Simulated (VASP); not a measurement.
**PbS: electric field gradients with PBE**

Crystal: PbS.

```
Pb S
1.0
     0.00000    2.96500    3.02430
     2.96500    0.00000    3.02430
     2.96500    2.96500    0.00000
Pb S
1 1
Cartesian
  0.0000 0.0000 0.0000
  2.9650 2.9650 3.0243
```

This cell differs from its parent crystal: zz strain of +2 %.

| Property | Result |
| --- | --- |
| Program | VASP 6.6.1 |
| Task | electric field gradients |
| Functional | PBE |
| Potentials or basis | VASP PAW PBE potentials, release 64 (Pb_d, S) |
| Cutoff | 520 eV |
| k mesh | 8 × 8 × 8 |
| Occupations | fermi-dirac, width 0.01 eV |
| Spin | no spin polarisation |
| Dipole correction | no |
| Further INCAR settings | ALGO = Normal; EDIFF = 1e-08; NBANDS = 17 |

```yaml
Pressure: 1.1 GPa
Band_gap_on_the_k_mesh: 0.42 eV, direct
```

Stress tensor (GPa, compression positive):
```
 1.84  0.00  0.00
 0.00  1.84  0.00
 0.00  0.00 -0.44
```

Levels at points of the mesh, in eV from the valence-band top:
```tsv
k point	band 8	band 9	band 10	band 11	band 12	band 13
(0.00, 0.00, 0.00)	-2.12	-2.12	-1.96	4.88	5.32	5.32
(0.50, 0.00, 0.00)	-1.71	-1.67	0.00	0.42	1.96	2.07
(0.50, 0.50, 0.00)	-5.00	-3.28	-3.28	4.01	5.37	5.70
(0.50, 0.00, 0.50)	-5.04	-3.42	-3.22	3.93	5.38	5.60
```

Electric field gradients, principal values (V/Å²):
| atom | least | middle | greatest (by size) |
| --- | --- | --- | --- |
| 1 Pb | -28.236 | -28.239 | 56.474 |
| 2 S | -1.026 | -1.028 | 2.054 |

Wall time 24 s on 1 thread of Intel(R) Xeon(R) 6975P-C (Granite Rapids), with other jobs on the host, peak memory 0.21 GiB.

Caveat: the cell differs from its parent crystal (zz strain of +2 %); without QUAD_EFG the Cq values of the log hold for a quadrupole moment of 1 mb, not for the nuclei; spin-orbit coupling is left out, which moves the levels of the heavy elements. A k mesh can miss the band edges.
